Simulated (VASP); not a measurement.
# SrO (P6_3mc) in VASP: notebook, part 2 of 2

VASP 6.6.1. The steps go on from the part before.

## 3. Single point, PBEsol

This run uses another cell than the first one, of 20.61 Å³/atom, 1.010 times its volume.

INCAR

```
SYSTEM = SrO
  PREC = Accurate
  ENCUT = 520
  EDIFF = 1E-6
  ISMEAR = 0
  SIGMA = 0.02
  LREAL = .FALSE.
  LASPH = .TRUE.
  NELM = 80
  ALGO = Normal
  ISIF = 2
  LWAVE = .FALSE.
  LCHARG = .TRUE.
  GGA = PS
  LELF = .TRUE.
  LVHAR = .TRUE.
  NBANDS = 24
```

KPOINTS

```
regular mesh
0
G
  6 6 4
  0 0 0
```

POSCAR

```
SrO
1.0
    4.2968433300      0.0000000000      0.0000000000
   -2.1484216650      3.7211753100      0.0000000000
    0.0000000000      0.0000000000      5.1555950000
Sr O
2 2
Direct
    0.3333333333      0.6666666667      0.9381280000
    0.6666666667      0.3333333333      0.4381280000
    0.3333333333      0.6666666667      0.4368720000
    0.6666666667      0.3333333333      0.9368720000
```

Potentials or basis: VASP PAW PBE potentials, release 64 (Sr_sv, O).

Started as:

```sh
$ cat potpaw_PBE.64/Sr_sv/POTCAR potpaw_PBE.64/O/POTCAR > POTCAR
$ mpirun -np 1 vasp_std > vasp.out
```

OUTCAR:

```text
SYSTEM = SrO
   PREC = Accurate
   ENCUT = 520
   EDIFF = 1E-6
   ISMEAR = 0
   LREAL = .FALSE.
   LASPH = .TRUE.
   NELM = 80
   ISIF = 2
   GGA = PS

 ion  position               nearest neighbor table
   1  0.333  0.667  0.938-   4 2.48   4 2.48   4 2.48   3 2.57   3 2.58   2 3.58   2 3.58   2 3.58
                             2 3.58   2 3.58   2 3.58
   2  0.667  0.333  0.438-   3 2.48   3 2.48   3 2.48   4 2.57   4 2.58   1 3.58   1 3.58   1 3.58
                             1 3.58   1 3.58   1 3.58
   3  0.333  0.667  0.437-   2 2.48   2 2.48   2 2.48   1 2.57   1 2.58
   4  0.667  0.333  0.937-   1 2.48   1 2.48   1 2.48   2 2.57   2 2.58

  LATTYP: Found a hexagonal cell.
 ALAT       =     4.2968433300
 C/A-ratio  =     1.1998564071

  Lattice vectors:

 A1 = (   4.2968433300,   0.0000000000,   0.0000000000)
 A2 = (  -2.1484216650,   3.7211753100,   0.0000000000)
 A3 = (   0.0000000000,   0.0000000000,   5.1555950000)

Analysis of symmetry for initial positions (statically):
=====================================================================
 Subroutine PRICEL returns:
 Original cell was already a primitive cell.

 Routine SETGRP: Setting up the symmetry group for a
 hexagonal supercell.

 Subroutine GETGRP returns: Found 12 space group operations
 (whereof  6 operations were pure point group operations)
 out of a pool of 24 trial point group operations.

The static configuration has the point symmetry C_3v.
 The point group associated with its full space group is C_6v.

Analysis of symmetry for dynamics (positions and initial velocities):
=====================================================================
 Subroutine PRICEL returns:
 Original cell was already a primitive cell.

 Routine SETGRP: Setting up the symmetry group for a
 hexagonal supercell.

 Subroutine GETGRP returns: Found 12 space group operations
 (whereof  6 operations were pure point group operations)
 out of a pool of 24 trial point group operations.
[... 120 lines left out ...]
   IMIX   =      4    mixing-type and parameters
     AMIX     =   0.40;   BMIX     =  1.00
     AMIX_MAG =   1.60;   BMIX_MAG =  1.00
  volume/ion in A,a.u.               =      20.61       139.07
  Fermi-wavevector in a.u.,A,eV,Ry     =   1.194232  2.256771 19.404491  1.426190
  Thomas-Fermi vector in A             =   2.330227
   LORBIT       =      0    0 simple, 1 ext, 2 COOP (PROOUT), +10 PAW based schemes
   GGA     = PS    functional components
   LHFCALC =     F    Hartree Fock is set to
   AEXX    =    0.0000 exact exchange contribution
   IVDW    =     0    specifies the selected vdW correction
   LEPSILON=     F    determine dielectric tensor
   LRPA    =     F    only Hartree local field effects (RPA)
 non-spin polarized calculation
 Gauss-broadening in eV      SIGMA  =   0.02
  energy-cutoff  :      520.00
  volume of cell :       82.43
 maximum number of plane-waves:      2238
 NGX is ok and might be reduce to    32
   NGX = 15   NGY = 15   NGZ = 19

 number of electron      32.0000006 magnetization

 Free energy of the ion-electron system (eV)
  ---------------------------------------------------
  ext. energy  EPLUGINS =         0.00000000
  ---------------------------------------------------
  free energy    TOTEN  =       -24.96622030 eV

  energy without entropy =      -24.96622030  energy(sigma->0) =      -24.96622030

 E-fermi :   0.7530     XC(G=0):  -9.1299

 val. band max:        0.5692718536   @ k =   0.0000   0.0000   0.0000
 cond. band min:       3.0281994311   @ k =   0.0000   0.0000   0.0000
 fundamental gap:      2.4589275775
 Fermi energy:         0.7529729514

 k-point     1 :       0.0000    0.0000    0.0000
  band No.  band energies     occupation
      1     -31.7624      2.00000
      2     -31.5988      2.00000
      3     -14.3669      2.00000
      4     -14.3655      2.00000
      5     -14.3061      2.00000
      6     -13.9269      2.00000
[... 556 lines left out ...]
     23       9.6928      0.00000
     24       9.6928      0.00000

------------------------ aborting loop because EDIFF is reached ----------------------------------------

  FORCE on cell =-STRESS in cart. coord.  units (eV):
  Direction    XX          YY          ZZ          XY          YZ          ZX
  --------------------------------------------------------------------------------------
  -------------------------------------------------------------------------------------
  Total       -1.1446683     -1.1446681     -1.0081364      0.0000000      0.0000000     -0.0000000
  in kB      -22.2475288    -22.2475267    -19.5939249      0.0000000      0.0000000     -0.0000000
  external PRESSURE =     -21.3629935 kB  Pullay stress =       0.0000000 kB

 VOLUME and BASIS-vectors are now :
 -----------------------------------------------------------------------------
  energy-cutoff  :      520.00
  volume of cell :       82.43
      direct lattice vectors                 reciprocal lattice vectors
     4.296843330  0.000000000  0.000000000     0.232728988  0.134366150  0.000000000
    -2.148421665  3.721175310  0.000000000     0.000000000  0.268732300  0.000000000
     0.000000000  0.000000000  5.155595000     0.000000000  0.000000000  0.193964033

 POSITION                                       TOTAL-FORCE (eV/Angst)
 -----------------------------------------------------------------------------------
     -0.00000      2.48078      4.83661         0.000000      0.000000     -0.012738
      2.14842      1.24039      2.25881        -0.000000      0.000000     -0.012738
     -0.00000      2.48078      2.25234         0.000000      0.000000      0.012738
      2.14842      1.24039      4.83013         0.000000     -0.000000      0.012738
 -----------------------------------------------------------------------------------
    total drift:                               -0.000000      0.000000      0.000358

  FREE ENERGIE OF THE ION-ELECTRON SYSTEM (eV)
  ---------------------------------------------------
  free  energy   TOTEN  =       -24.9662202982 eV

  energy  without entropy=      -24.9662202982  energy(sigma->0) =      -24.96622030
```

It took 27 s on 1 thread of AMD EPYC 9R14 (Zen 4), shared host; peak memory 0.17 GiB.

Results:

| Item | Value |
| --- | --- |
| Free energy | -24.9662 eV |
| Pressure | -2.1 GPa |
| Largest force | 0.013 eV/Å |
| Band gap on the k mesh | 2.46 eV, direct |

Forces on the atoms (eV/Å):
```
Sr   0.000  0.000 -0.013
Sr   0.000  0.000 -0.013
O    0.000  0.000  0.013
O    0.000  0.000  0.013
```

Levels at points of the mesh, in eV from the valence-band top:
| k point | band 13 | band 14 | band 15 | band 16 | band 17 | band 18 | band 19 | band 20 |
| --- | --- | --- | --- | --- | --- | --- | --- | --- |
| (0.00, 0.00, 0.00) | -0.90 | -0.90 | -0.35 | 0.00 | 2.46 | 6.01 | 6.01 | 7.02 |
| (0.50, 0.00, 0.00) | -0.40 | -0.36 | -0.34 | -0.28 | 4.16 | 4.72 | 4.96 | 6.99 |
| (0.00, 0.00, 0.50) | -1.10 | -1.10 | -1.10 | -1.10 | 4.17 | 4.17 | 7.75 | 7.75 |
| (0.50, 0.00, 0.50) | -0.91 | -0.91 | -0.46 | -0.46 | 4.81 | 4.81 | 7.30 | 7.30 |

Caveat: the PAW data sets were made with another functional, which shifts forces and pressure a little. Expect the measured gap to be larger: semilocal functionals such as PBEsol lack the derivative discontinuity.

## 4. Single point, PBEsol

This run uses another cell than the first one, of 20.81 Å³/atom, 1.020 times its volume.

INCAR

```
ALGO     = Normal         # electronic algorithm
EDIFF    = 1E-7           # SCF threshold, eV
ENCUT    = 520            # plane-wave cutoff, eV
GGA      = PS             # functional
ISIF     = 2              # what is computed and relaxed
ISMEAR   = 0              # smearing method
LASPH    = T              # aspherical terms in the spheres
LCHARG   = F              # write CHGCAR
LREAL    = F              # projectors in reciprocal space
LWAVE    = F              # write WAVECAR
NBANDS   = 24             # bands
NELM     = 100            # most SCF steps
PREC     = Accurate       # precision mode
SIGMA    = 0.02           # smearing width, eV
```

KPOINTS

```
k-points
0
Gamma
  6 6 4
```

Edit POSCAR of step 3 so:

```diff
@@ -2,4 +2,4 @@
 1.0
-    4.2968433300      0.0000000000      0.0000000000
-   -2.1484216650      3.7211753100      0.0000000000
+    4.3182206600      0.0000000000      0.0000000000
+   -2.1591103300      3.7396886200      0.0000000000
     0.0000000000      0.0000000000      5.1555950000
```

Started as:

```sh
$ cat potpaw_PBE.64/Sr_sv/POTCAR potpaw_PBE.64/O/POTCAR > POTCAR
$ mpirun -np 1 vasp_std > vasp.out
```

Wall time 26 s (1 thread of AMD EPYC 9R14 (Zen 4), shared host); peak memory 0.17 GiB.

Results (log left out):

| Quantity | Value |
| --- | --- |
| Free energy | -24.9534 eV |
| Pressure | -2.7 GPa |
| Largest force | 0.013 eV/Å |
| Band gap on the k mesh | 2.41 eV, direct |

Forces on the atoms (eV/Å):
```
Sr   0.000  0.000 -0.013
Sr   0.000  0.000 -0.013
O    0.000  0.000  0.013
O    0.000  0.000  0.013
```

Stress tensor (GPa, compression positive):
```
-2.95  0.00  0.00
 0.00 -2.95  0.00
 0.00  0.00 -2.32
```

Levels at points of the mesh, in eV from the valence-band top:
```tsv
k point	band 12	band 13	band 14	band 15	band 16	band 17	band 18	band 19	band 20	band 21
(0.00, 0.00, 0.00)	-1.04	-0.90	-0.90	-0.36	0.00	2.41	5.96	5.96	6.97	7.98
(0.50, 0.00, 0.00)	-0.88	-0.42	-0.36	-0.33	-0.30	4.13	4.71	4.93	6.93	7.88
(0.00, 0.00, 0.50)	-1.28	-1.09	-1.09	-1.09	-1.09	4.12	4.12	7.70	7.70	7.70
(0.50, 0.00, 0.50)	-1.67	-0.91	-0.91	-0.48	-0.48	4.78	4.78	7.26	7.26	7.98
```

Caveat: the PAW data sets were made with another functional, which shifts forces and pressure a little.

## 5. Summary

| cell | gap on the mesh (eV) | pressure (GPa) | largest force (eV/Å) |
| --- | --- | --- | --- |
| a = 4.275, b = 4.275, c = 5.156 Å, angles 90.0, 90.0, 120.0°, 4 atoms | 2.50 | -1.5 | 0.01 |
| a = 4.297, b = 4.297, c = 5.156 Å, angles 90.0, 90.0, 120.0°, 4 atoms | 2.46 | -2.1 | 0.01 |
| a = 4.318, b = 4.318, c = 5.156 Å, angles 90.0, 90.0, 120.0°, 4 atoms | 2.41 | -2.7 | 0.01 |

Alike in all rows: task single point; level PBEsol; potentials or basis VASP PAW PBE potentials, release 64 (Sr_sv, O); no spin polarisation; k mesh 6 × 6 × 4; cutoff (eV) 520; smearing gaussian 0.02 eV.

Caveats: the PAW data sets were made with another functional, which shifts forces and pressure a little.

Absolute energies hang on the potentials; compare differences alone.
